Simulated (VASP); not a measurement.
# Ge (Cmmm) in VASP: a series of runs

The runs below take Ge through single point, relaxation of cell and atoms, with PBE.

Everything below comes from runs of VASP 6.6.1. Logs are shortened: lines on timing, memory, paths and dates and some standing lists are left out, and cuts for length are marked.

**1. The cell of the first run**

It takes space group Cmmm (No. 65, orthorhombic). The conventional cell has a = 6.587 Å, b = 13.575 Å, c = 3.892 Å, α = 90.00°, β = 90.00°, γ = 90.00°. Ge (site symmetry m) has 4 Ge at 2.37 to 2.44 Å within 3.1 Å. Within 3.1 Å of Ge (site symmetry m) lie 4 Ge at 2.37 to 2.43 Å.

The cell was built from a structure type or drawn by symmetry, and may not be a known phase.

**2. Single point, PBE**

File INCAR:

```
SYSTEM = Ge
PREC = Accurate
ENCUT = 520
EDIFF = 1E-6
ISMEAR = 0
SIGMA = 0.1
LREAL = .False.
LASPH = .True.
NELM = 80
ALGO = Normal
ISIF = 2
LWAVE = .False.
LCHARG = .True.
GGA = PE
LELF = .True.
LVHAR = .True.
NBANDS = 66
```

File KPOINTS:

```
regular mesh
0
Gamma
  4 4 4
  0 0 0
```

File POSCAR:

```
Ge
1.0
    3.2933232300     -6.7873230600      0.0000000000
    3.2933232300      6.7873230600      0.0000000000
    0.0000000000      0.0000000000      3.8917994400
Ge
8
Direct
    0.1482151100      0.4813907700      0.0000000000
    0.8517848900      0.5186092300      0.0000000000
    0.5186092300      0.8517848900      0.0000000000
    0.4813907700      0.1482151100      0.0000000000
    0.9047290900      0.7263749900      0.5000000000
    0.0952709100      0.2736250100      0.5000000000
    0.2736250100      0.0952709100      0.5000000000
    0.7263749900      0.9047290900      0.5000000000
```

Potentials or basis: VASP PAW PBE potentials, release 64 (Ge_d).

Started as:

```bash
$ cat potpaw_PBE.64/Ge_d/POTCAR > POTCAR
$ mpirun -np 1 vasp_std > vasp.out
```

OUTCAR:

```text
SYSTEM = Ge
   PREC = Accurate
   ENCUT = 520
   EDIFF = 1E-6
   ISMEAR = 0
   LREAL = .False.
   LASPH = .True.
   NELM = 80
   ISIF = 2
   GGA = PE

 ion  position               nearest neighbor table
   1  0.148  0.481  0.000-   6 2.37   6 2.37   2 2.42   3 2.44
   2  0.852  0.519  0.000-   5 2.37   5 2.37   1 2.42   4 2.44
   3  0.519  0.852  0.000-   8 2.37   8 2.37   4 2.42   1 2.44
   4  0.481  0.148  0.000-   7 2.37   7 2.37   3 2.42   2 2.44
   5  0.905  0.726  0.500-   2 2.37   2 2.37   8 2.42   7 2.43
   6  0.095  0.274  0.500-   1 2.37   1 2.37   7 2.42   8 2.43
   7  0.274  0.095  0.500-   4 2.37   4 2.37   6 2.42   5 2.43
   8  0.726  0.905  0.500-   3 2.37   3 2.37   5 2.42   6 2.43

  LATTYP: Found a base centered orthorhombic cell.
 ALAT       =     6.5866464600
 B/A-ratio  =     2.0609343772
 C/A-ratio  =     0.5908620515

  Lattice vectors:

 A1 = (   3.2933232300,  -6.7873230600,   0.0000000000)
 A2 = (   3.2933232300,   6.7873230600,   0.0000000000)
 A3 = (   0.0000000000,   0.0000000000,   3.8917994400)

Analysis of symmetry for initial positions (statically):
=====================================================================
 Subroutine PRICEL returns:
 Original cell was already a primitive cell.

 Routine SETGRP: Setting up the symmetry group for a
 base centered orthorhombic supercell.

 Subroutine GETGRP returns: Found  8 space group operations
 (whereof  8 operations were pure point group operations)
 out of a pool of  8 trial point group operations.

The static configuration has the point symmetry D_2h.

Analysis of symmetry for dynamics (positions and initial velocities):
=====================================================================
 Subroutine PRICEL returns:
 Original cell was already a primitive cell.

 Routine SETGRP: Setting up the symmetry group for a
 base centered orthorhombic supercell.

 Subroutine GETGRP returns: Found  8 space group operations
 (whereof  8 operations were pure point group operations)
 out of a pool of  8 trial point group operations.

The dynamic configuration has the point symmetry D_2h.

 Subroutine INISYM returns: Found  8 space group operations
 (whereof  8 operations are pure point group operations),
 and found     1 'primitive' translations

----------------------------------------------------------------------------------------

                                     Primitive cell

  volume of cell :     173.9856

  direct lattice vectors                    reciprocal lattice vectors
     3.293323230 -6.787323060  0.000000000     0.151822328 -0.073666745  0.000000000
     3.293323230  6.787323060  0.000000000     0.151822328  0.073666745  0.000000000
     0.000000000  0.000000000  3.891799440     0.000000000  0.000000000  0.256950548

  length of vectors
     7.544119049  7.544119049  3.891799440     0.168750729  0.168750729  0.256950548

  position of ions in fractional coordinates (direct lattice)
     0.148215110  0.481390770  0.000000000
     0.851784890  0.518609230  0.000000000
     0.518609230  0.851784890  0.000000000
     0.481390770  0.148215110  0.000000000
     0.904729090  0.726374990  0.500000000
     0.095270910  0.273625010  0.500000000
     0.273625010  0.095270910  0.500000000
     0.726374990  0.904729090  0.500000000

  ion indices of the primitive-cell ions
   primitive index   ion index
                 1           1
                 2           2
                 3           3
                 4           4
                 5           5
                 6           6
                 7           7
                 8           8

----------------------------------------------------------------------------------------

 KPOINTS: regular mesh

Automatic generation of k-mesh.
 Grid dimensions read from file:
 generate k-points for:    4    4    4

 Generating k-lattice:

  Cartesian coordinates                     Fractional coordinates (reciprocal lattice)
     0.037955582 -0.018416686  0.000000000     0.250000000  0.000000000  0.000000000
     0.037955582  0.018416686  0.000000000     0.000000000  0.250000000  0.000000000
     0.000000000  0.000000000  0.064237637     0.000000000  0.000000000  0.250000000

  Length of vectors
     0.042187682  0.042187682  0.064237637

  Shift w.r.t. Gamma in fractional coordinates (k-lattice)
     0.000000000  0.000000000  0.000000000

 Subroutine IBZKPT returns following result:
 ===========================================

 Found     21 irreducible k-points:

 Following reciprocal coordinates:
            Coordinates               Weight
  0.000000  0.000000  0.000000      1.000000
  0.250000  0.000000  0.000000      4.000000
  0.500000  0.000000  0.000000      2.000000
  0.250000  0.250000  0.000000      2.000000
  0.500000  0.250000  0.000000      4.000000
 -0.250000  0.250000  0.000000      2.000000
[... 13 lines left out ...]
 -0.250000  0.250000  0.500000      2.000000
  0.500000  0.500000  0.500000      1.000000
   k-points           NKPTS =     21   k-points in BZ     NKDIM =     21   number of bands    NBANDS=     66
   number of dos      NEDOS =    301   number of ions     NIONS =      8
   total plane-waves  NPLWV =  94080
   dimension x,y,z NGX =    56 NGY =   56 NGZ =   30
   dimension x,y,z NGXF=   112 NGYF=  112 NGZF=   60
   ions per type =               8
   NGX,Y,Z   is equivalent  to a cutoff of  12.34, 12.34, 12.82 a.u.
   NGXF,Y,Z  is equivalent  to a cutoff of  24.68, 24.68, 25.63 a.u.
 SYSTEM =  Ge
   PREC   = accura    normal or accurate (medium, high low for compatibility)
   ISTART =      0    job   : 0-new  1-cont  2-samecut
   ICHARG =      2    charge: 1-file 2-atom 10-const
   ISPIN  =      1    spin polarized calculation?
   LNONCOLLINEAR =      F non collinear calculations
   LSORBIT =      F    spin-orbit coupling
   LASPH  =      T    aspherical Exc in radial PAW
   ENCUT  =  520.0 eV  38.22 Ry    6.18 a.u.  14.03 14.03  7.24*2*pi/ulx,y,z
   NELM   =     80;   NELMIN=  2; NELMDL= -5     # of ELM steps
   EDIFF  = 0.1E-05   stopping-criterion for ELM
   LREAL  =      F    real-space projection
[... 7 lines left out ...]
   TEBEG  =    0.0;   TEEND  =   0.0 temperature during run
   PSTRESS=    0.0 pullay stress
   NELECT =     112.0000    total number of electrons
   NUPDOWN=      -1.0000    fix difference up-down
   EMIN   =  10.00;   EMAX   =-10.00  energy-range for DOS
   EFERMI =   0.00;   METHOD = LEGACY
   ISMEAR =     0;   SIGMA  =   0.10  broadening in eV -4-tet -1-fermi 0-gaus
   EFERMI_NEDOS =   21; number of points for ismear=-14 and -15
   IALGO  =     38    algorithm
   IMIX   =      4    mixing-type and parameters
     AMIX     =   0.40;   BMIX     =  1.00
     AMIX_MAG =   1.60;   BMIX_MAG =  1.00
  volume/ion in A,a.u.               =      21.75       146.76
  Fermi-wavevector in a.u.,A,eV,Ry     =   1.413545  2.671213 27.185941  1.998110
  Thomas-Fermi vector in A             =   2.535180
   LORBIT       =      0    0 simple, 1 ext, 2 COOP (PROOUT), +10 PAW based schemes
   GGA     = PE    functional components
   LHFCALC =     F    Hartree Fock is set to
   AEXX    =    0.0000 exact exchange contribution
   IVDW    =     0    specifies the selected vdW correction
   LEPSILON=     F    determine dielectric tensor
   LRPA    =     F    only Hartree local field effects (RPA)
 non-spin polarized calculation
 Gauss-broadening in eV      SIGMA  =   0.10
  energy-cutoff  :      520.00
  volume of cell :      173.99
 maximum number of plane-waves:      4700
   NGX = 29   NGY = 29   NGZ = 15

 number of electron     112.0000090 magnetization

 Free energy of the ion-electron system (eV)
  ---------------------------------------------------
  ext. energy  EPLUGINS =         0.00000000
  ---------------------------------------------------
  free energy    TOTEN  =       -34.94211058 eV

  energy without entropy =      -34.94160066  energy(sigma->0) =      -34.94185562

 E-fermi :   5.6477     XC(G=0): -10.0675

 val. band max:        5.5295774791   @ k =   0.5000   0.5000   0.0000
 cond. band min:       5.8092385691   @ k =   0.2500   0.0000   0.0000
 fundamental gap:      0.2796610900
 Fermi energy:         5.6477318618

 k-point     1 :       0.0000    0.0000    0.0000
  band No.  band energies     occupation
      1     -19.5653      2.00000
      2     -19.5645      2.00000
      3     -19.5389      2.00000
      4     -19.5323      2.00000
      5     -19.5227      2.00000
      6     -19.5219      2.00000
[... 58 lines left out ...]
     65       9.7743      0.00000
     66       9.7859      0.00000

 k-point     2 :       0.2500    0.0000    0.0000
  band No.  band energies     occupation
      1     -19.5607      2.00000
      2     -19.5569      2.00000
      3     -19.5347      2.00000
      4     -19.5316      2.00000
      5     -19.5278      2.00000
      6     -19.5153      2.00000
[... 58 lines left out ...]
     65       9.1944      0.00000
     66      10.4423      0.00000

 k-point     3 :       0.5000    0.0000    0.0000
  band No.  band energies     occupation
      1     -19.5492      2.00000
      2     -19.5466      2.00000
      3     -19.5410      2.00000
      4     -19.5320      2.00000
      5     -19.5257      2.00000
      6     -19.5216      2.00000
[... 1231 lines left out ...]
     65      10.3624      0.00000
     66      10.6003      0.00000

 k-point    21 :       0.5000    0.5000    0.5000
  band No.  band energies     occupation
      1     -19.5670      2.00000
      2     -19.5605      2.00000
      3     -19.5521      2.00000
      4     -19.5500      2.00000
      5     -19.5430      2.00000
      6     -19.5389      2.00000
[... 58 lines left out ...]
     65      10.7254      0.00000
     66      11.2425      0.00000

------------------------ aborting loop because EDIFF is reached ----------------------------------------

  FORCE on cell =-STRESS in cart. coord.  units (eV):
  Direction    XX          YY          ZZ          XY          YZ          ZX
  --------------------------------------------------------------------------------------
  -------------------------------------------------------------------------------------
  Total        8.0614546      9.0086761     12.9279439     -0.0000000      0.0000000      0.0000000
  in kB       74.2353346     82.9579915    119.0492645     -0.0000000      0.0000000      0.0000000
  external PRESSURE =      92.0808635 kB  Pullay stress =       0.0000000 kB

 VOLUME and BASIS-vectors are now :
 -----------------------------------------------------------------------------
  energy-cutoff  :      520.00
  volume of cell :      173.99
      direct lattice vectors                 reciprocal lattice vectors
     3.293323230 -6.787323060  0.000000000     0.151822328 -0.073666745  0.000000000
     3.293323230  6.787323060  0.000000000     0.151822328  0.073666745  0.000000000
     0.000000000  0.000000000  3.891799440     0.000000000  0.000000000  0.256950548

 POSITION                                       TOTAL-FORCE (eV/Angst)
 -----------------------------------------------------------------------------------
      2.07350      2.26137      0.00000         0.360118      0.274277      0.000000
      4.51315     -2.26137      0.00000        -0.360118     -0.274277      0.000000
      4.51315      2.26137      0.00000        -0.360118      0.274277      0.000000
      2.07350     -2.26137      0.00000         0.360118     -0.274277      0.000000
      5.37175     -1.21055      1.94590         0.006967      0.130134      0.000000
      1.21489      1.21055      1.94590        -0.006967     -0.130134     -0.000000
      1.21489     -1.21055      1.94590        -0.006967      0.130134     -0.000000
      5.37175      1.21055      1.94590         0.006967     -0.130134      0.000000
 -----------------------------------------------------------------------------------
    total drift:                               -0.000000     -0.000000      0.000000

  FREE ENERGIE OF THE ION-ELECTRON SYSTEM (eV)
  ---------------------------------------------------
  free  energy   TOTEN  =       -34.9421105830 eV

  energy  without entropy=      -34.9416006595  energy(sigma->0) =      -34.94185562
```

Wall time 3.7 min (1 thread of Intel Xeon Platinum 8259CL at 2.50GHz (Skylake/Cascade Lake), shared host); peak memory 0.36 GiB.

What came out:

```
Free energy            : -34.9421 eV
Pressure               : 9.2 GPa
Largest force          : 0.453 eV/Å
Band gap on the k mesh : 0.28 eV (least direct gap 0.58 eV)
```

Forces in eV/Å, atoms in the order of the input:
```
Ge   0.360  0.274  0.000
Ge  -0.360 -0.274  0.000
Ge  -0.360  0.274  0.000
Ge   0.360 -0.274  0.000
Ge   0.007  0.130  0.000
Ge  -0.007 -0.130  0.000
Ge  -0.007  0.130  0.000
Ge   0.007 -0.130  0.000
```

Caveat: the cell stands under pressure. A k mesh can miss the band edges.

**3. Single point, PBE**

This run uses another cell than the first one, of 24.58 Å³/atom.

File INCAR:

```
SYSTEM = Ge
PREC = Accurate
ENCUT = 520
EDIFF = 1E-6
ISMEAR = 0
SIGMA = 0.1
LREAL = .FALSE.
LASPH = .TRUE.
NELM = 80
ALGO = Normal
ISIF = 2
LWAVE = .FALSE.
LCHARG = .FALSE.
GGA = PE
NBANDS = 66
```

File KPOINTS:

```
regular mesh
0
G
  4 4 4
  0 0 0
```

File POSCAR:

```
Ge
1.0
    3.4036509529     -7.0273514342      0.0000000000
    3.4036509529      7.0273514342      0.0000000000
    0.0000000000      0.0000000000      4.1100915812
Ge
8
Direct
    0.1486033943      0.4828524093      0.0000000000
    0.8513966057      0.5171475907      0.0000000000
    0.5171475907      0.8513966057      0.0000000000
    0.4828524093      0.1486033943      0.0000000000
    0.9047149301      0.7257695781      0.5000000000
    0.0952850699      0.2742304219      0.5000000000
    0.2742304219      0.0952850699      0.5000000000
    0.7257695781      0.9047149301      0.5000000000
```

Potentials or basis: VASP PAW PBE potentials, release 64 (Ge_d).

Started as:

```bash
$ cat potpaw_PBE.64/Ge_d/POTCAR > POTCAR
$ mpirun -np 1 vasp_std > vasp.out
```

Wall time 4.1 min (1 thread of Intel Xeon Platinum 8259CL at 2.50GHz (Skylake/Cascade Lake), shared host); peak memory 0.41 GiB.

The run converged. Its results:

| Item | Value |
| --- | --- |
| Free energy | -35.5582 eV |
| Pressure | 0.1 GPa |
| Largest force | 0.005 eV/Å |
| Band gap on the k mesh | 0.14 eV |

Forces on the atoms (eV/Å):
```
Ge   0.001  0.005  0.000
Ge  -0.001 -0.005  0.000
Ge  -0.001  0.005  0.000
Ge   0.001 -0.005  0.000
Ge   0.002  0.004  0.000
Ge  -0.002 -0.004  0.000
Ge  -0.002  0.004  0.000
Ge   0.002 -0.004  0.000
```

Stress tensor (GPa, compression positive):
```
0.02 0.00 0.00
0.00 0.06 0.00
0.00 0.00 0.15
```

Levels at points of the mesh, in eV from the valence-band top:
```
           k point  band 53  band 54  band 55  band 56  band 57  band 58  band 59  band 60
(0.00, 0.00, 0.00)    -1.20    -0.95    -0.77    -0.55     0.27     0.43     1.32     1.57
(0.50, 0.00, 0.00)    -1.99    -1.42    -1.30    -1.06     0.63     1.03     1.23     1.49
(0.50, 0.50, 0.00)    -1.43    -0.44    -0.03     0.00     0.14     0.51     1.02     1.15
(0.00, 0.00, 0.50)    -2.66    -2.60    -1.35    -1.24     1.63     1.70     2.81     3.07
(0.50, 0.00, 0.50)    -2.23    -2.18    -1.99    -1.30     0.66     0.97     1.36     1.47
(0.50, 0.50, 0.50)    -2.53    -2.43    -2.37    -2.27     0.71     0.99     2.12     2.40
```

A k mesh can miss the band edges.

**4. Relaxation of cell and atoms, PBE**

File INCAR:

```
SYSTEM = Ge
PREC = Accurate
ENCUT = 600
EDIFF = 1E-6
ISMEAR = 0
SIGMA = 0.1
LREAL = .False.
LASPH = .True.
NELM = 80
ALGO = Normal
ISIF = 3
LWAVE = .False.
LCHARG = .False.
GGA = PE
IBRION = 2
NSW = 90
EDIFFG = -0.04
```

File KPOINTS:

```
regular mesh
0
Gamma
  4 4 4
  0 0 0
```

File POSCAR:

```
Ge
1.0
    3.2933232300     -6.7873230600      0.0000000000
    3.2933232300      6.7873230600      0.0000000000
    0.0000000000      0.0000000000      3.8917994400
Ge
8
Direct
    0.1482151100      0.4813907700      0.0000000000
    0.8517848900      0.5186092300      0.0000000000
    0.5186092300      0.8517848900      0.0000000000
    0.4813907700      0.1482151100      0.0000000000
    0.9047290900      0.7263749900      0.5000000000
    0.0952709100      0.2736250100      0.5000000000
    0.2736250100      0.0952709100      0.5000000000
    0.7263749900      0.9047290900      0.5000000000
```

Started as:

```bash
$ cat potpaw_PBE.64/Ge_d/POTCAR > POTCAR
$ mpirun -np 1 vasp_std > vasp.out
```

It took 50 min on 1 thread of Oxide Virtual Turin-like, shared host; peak memory 0.42 GiB.

Results (log left out):

```yaml
Free_energy: -35.5574 eV
Relaxed_volume: 24.62 Å³/atom
Relaxed_cell: a = 7.819 Å, b = 7.819 Å, c = 4.108 Å, α = 90.00°, β = 90.00°, γ = 128.36°
Space_group_after_relaxing_to_0.1_Å: Cmmm (No. 65)
Energy_gained_by_relaxing: 76.8 meV/atom
Ionic_steps: 7
Pressure_after_relaxing: -0.1 GPa
Largest_force_after_relaxing: 0.009 eV/Å
Band_gap_on_the_k_mesh: 0.13 eV
```

Forces on the atoms (eV/Å):
```
Ge   0.002 -0.009  0.000
Ge  -0.002  0.009  0.000
Ge  -0.002 -0.009  0.000
Ge   0.002  0.009  0.000
Ge  -0.004 -0.007  0.000
Ge   0.004  0.007  0.000
Ge   0.004 -0.007  0.000
Ge  -0.004  0.007  0.000
```

Stress tensor (GPa, compression positive):
```
-0.13  0.00  0.00
 0.00 -0.14  0.00
 0.00  0.00  0.03
```

The path:
| step | energy change (eV) | largest force (eV/Å) | pressure (GPa) | volume (Å³) |
| --- | --- | --- | --- | --- |
| 1 | 0.0000 | 0.4533 | 9.23 | 173.99 |
| 2 | -0.5098 | 0.2695 | -2.58 | 207.44 |
| 3 | -0.6110 | 0.1282 | 0.30 | 196.34 |
| 4 | -0.6108 | 0.1348 | -0.02 | 197.15 |
| 5 | -0.6136 | 0.0292 | -0.22 | 197.57 |
| 6 | -0.6136 | 0.0350 | -0.16 | 197.54 |
| 7 | -0.6147 | 0.0091 | -0.08 | 196.93 |

Final structure:
```cif
data_structure
_symmetry_space_group_name_H-M 'P 1'
_symmetry_Int_Tables_number 1
_cell_length_a 7.8193
_cell_length_b 7.8193
_cell_length_c 4.1078
_cell_angle_alpha 90.000
_cell_angle_beta 90.000
_cell_angle_gamma 128.363
_cell_volume 196.93
loop_
_atom_site_label
_atom_site_type_symbol
_atom_site_fract_x
_atom_site_fract_y
_atom_site_fract_z
_atom_site_occupancy
Ge1 Ge 0.14849 0.48299 0.00000 1
Ge2 Ge 0.85151 0.51701 0.00000 1
Ge3 Ge 0.51701 0.85151 0.00000 1
Ge4 Ge 0.48299 0.14849 0.00000 1
Ge5 Ge 0.90463 0.72594 0.50000 1
Ge6 Ge 0.09537 0.27406 0.50000 1
Ge7 Ge 0.27406 0.09537 0.50000 1
Ge8 Ge 0.72594 0.90463 0.50000 1
```

Levels at points of the mesh, in eV from the valence-band top:
```csv
k point,band 53,band 54,band 55,band 56,band 57,band 58,band 59,band 60
"(0.00, 0.00, 0.00)",-1.20,-0.93,-0.75,-0.55,0.26,0.45,1.33,1.58
"(0.50, 0.00, 0.00)",-1.99,-1.43,-1.28,-1.04,0.64,1.05,1.24,1.48
"(0.50, 0.50, 0.00)",-1.41,-0.45,-0.01,0.00,0.13,0.53,1.04,1.17
"(0.00, 0.00, 0.50)",-2.65,-2.59,-1.36,-1.24,1.62,1.69,2.79,3.06
"(0.50, 0.00, 0.50)",-2.23,-2.18,-1.98,-1.30,0.66,0.96,1.36,1.47
"(0.50, 0.50, 0.50)",-2.52,-2.42,-2.36,-2.26,0.71,0.98,2.12,2.39
```

**5. Summary**

| task | cell | cutoff (eV) | gap on the mesh (eV) | pressure (GPa) | largest force (eV/Å) |
| --- | --- | --- | --- | --- | --- |
| single point | a = 7.544, b = 7.544, c = 3.892 Å, angles 90.0, 90.0, 128.2°, 8 atoms, atomic positions A | 520 | 0.28 | 9.2 | 0.45 |
| single point | a = 7.808, b = 7.808, c = 4.110 Å, angles 90.0, 90.0, 128.3°, 8 atoms, atomic positions B | 520 | 0.14 | 0.1 | - |
| relaxation of cell and atoms | relaxed from a = 7.544, b = 7.544, c = 3.892 Å, angles 90.0, 90.0, 128.2°, 8 atoms, atomic positions A | 600 | 0.13 | -0.1 | 0.01 |

Alike in all rows: level PBE; potentials or basis VASP PAW PBE potentials, release 64 (Ge_d); no spin polarisation; k mesh 4 × 4 × 4; smearing gaussian 0.1 eV.

Caveats: the cell stands under pressure (at least some runs).

Absolute energies hang on the potentials; compare differences alone.
